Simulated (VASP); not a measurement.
Bi, 1 atom in the cell. It takes space group I4/mmm (No. 139, tetragonal). The conventional cell has a = 3.823 Å, b = 3.823 Å, c = 4.119 Å, α = 90.00°, β = 90.00°, γ = 90.00°. Within 4.5 Å of Bi (site symmetry 4/mmm) lie 14 Bi at 3.40 to 4.12 Å.  This cell differs from its parent crystal: volume 30.094 Å^3 an atom, c/a of the conventional cell 1.0776.

```yaml
Program: VASP 6.6.1
Task: single point
Functional: PBE
Dispersion: D3(BJ)
Potentials_or_basis: VASP PAW PBE potentials, release 64 (Bi_d)
Cutoff: 520 eV
k_mesh: 18 × 18 × 18
Occupations: gaussian, width 0.15 eV
Spin: no spin polarisation
Dipole_correction: no
Further_INCAR_settings: ALGO = Fast; EDIFF = 1e-06; NBANDS = 14
```

Potentials or basis: VASP PAW PBE potentials, release 64 (Bi_d).

Run with:

```sh
$ cat potpaw_PBE.64/Bi_d/POTCAR > POTCAR
$ mpirun -np 1 vasp_std > vasp.out
```

Hardware: 1 thread of Intel(R) Xeon(R) 6975P-C (Granite Rapids) (shared host).

Q: Estimate the wall time of this run.

A: Wall time 88 s on 1 thread of Intel(R) Xeon(R) 6975P-C (Granite Rapids), on a shared host, peak memory 0.3 GiB. Counts: scf iterations 12, k points 480.
